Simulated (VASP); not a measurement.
Write the native input for VASP 6.6.1 that does the following.

```
Task                   : single point
Functional             : PBE
Potentials or basis    : VASP PAW PBE potentials, release 64 (Ir)
Cutoff                 : 500 eV
k mesh                 : 2 × 2 × 2
Occupations            : fermi-dirac, width 0.1 eV
Spin                   : no spin polarisation
Dipole correction      : no
Further INCAR settings : ALGO = Normal; EDIFF = 1e-06; NBANDS = 26
```

The structure of Ir lies in POSCAR:

```
Ir
1.0
    3.8724759300      0.0000000000      0.0000000000
    0.0000000000      3.8724759300      0.0000000000
    0.0000000000      0.0000000000      3.8724759300
Ir
4
Direct
    0.5000000000      0.5000000000      0.0000000000
    0.0000000000      0.0000000000      0.0000000000
    0.5000000000      0.0000000000      0.5000000000
    0.0000000000      0.5000000000      0.5000000000
```

One way to write it, as run:

INCAR

```
SYSTEM = Ir
PREC = Accurate
ENCUT = 500
EDIFF = 1E-6
ISMEAR = -1
SIGMA = 0.1
LREAL = .False.
LASPH = .True.
NELM = 120
ALGO = Normal
ISIF = 2
LWAVE = .False.
LCHARG = .True.
GGA = PE
LELF = .True.
LVHAR = .True.
NBANDS = 26
GGA_COMPAT = .False.
```

KPOINTS

```
regular mesh
0
Gamma
  2 2 2
  0 0 0
```

Potentials or basis: VASP PAW PBE potentials, release 64 (Ir).

Launch:

```bash
$ cat potpaw_PBE.64/Ir/POTCAR > POTCAR
$ mpirun -np 1 vasp_std > vasp.out
```

It gave:

* Pressure: -8.9 GPa
* Band gap on the k mesh: zero (band 18 reaches 11.26 eV, above the bottom of band 19 at 8.56 eV)

Caveat: the k points lie up to 0.81 Å⁻¹ apart; spin-orbit coupling is left out, which moves the levels of the heavy elements.

It took 14 s on 1 thread of AMD EPYC 9R45 (shared host), peak memory 0.12 GiB.
